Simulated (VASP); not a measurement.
Wanted: the native input for a VASP 6.6.1 run.

```
Task                   : single point
Functional             : PBE
Potentials or basis    : VASP PAW PBE potentials, release 64 (Pb_d, Te)
Cutoff                 : 520 eV
k mesh                 : 6 × 6 × 1
Occupations            : gaussian, width 0.05 eV
Spin                   : no spin polarisation
Dipole correction      : yes
Further INCAR settings : ALGO = Normal; EDIFF = 1e-07; NBANDS = 50
```

The structure of TePb lies in POSCAR:

```
TePb
1.0
    4.6453450440      0.0000000000      0.0000000000
    0.0000000000      4.6453450440      0.0000000000
    0.0000000000      0.0000000000     24.8542649447
Pb Te
4 4
Direct
    0.0000000000      0.0000000000      0.3101451593
    0.5000000000      0.5000000000      0.4241984115
    0.0000000000      0.0000000000      0.5757966311
    0.5000000000      0.5000000000      0.6898546126
    0.5000000000      0.5000000000      0.2993010856
    0.0000000000      0.0000000000      0.4336966799
    0.5000000000      0.5000000000      0.5663078553
    0.0000000000      0.0000000000      0.7006995647
```

One way to write it, as run:

INCAR

```
ALGO = Normal ; DIPOL = 0.5 0.5 0.500
EDIFF = 1E-7 ; ENCUT = 520
GGA = PE ; IDIPOL = 3
ISIF = 2 ; ISMEAR = 0
LASPH = True ; LCHARG = False
LDIPOL = True ; LREAL = False
LWAVE = False ; NBANDS = 50
NELM = 60 ; PREC = Accurate
SIGMA = 0.05
```

KPOINTS

```
k-points
0
Gamma
  6 6 1
```

Potentials or basis: VASP PAW PBE potentials, release 64 (Pb_d, Te).

Launch:

```console
$ cat potpaw_PBE.64/Pb_d/POTCAR potpaw_PBE.64/Te/POTCAR > POTCAR
$ mpirun -np 1 vasp_std > vasp.out
```

Results of the run:

```yaml
Largest_force: 0.012 eV/Å
Band_gap_on_the_k_mesh: 1.34 eV
```

Caveat: spin-orbit coupling is left out, which moves the levels of the heavy elements.

Wall time 16 min on 1 thread of Intel Xeon 8259CL, on a shared host, peak memory 0.66 GiB.
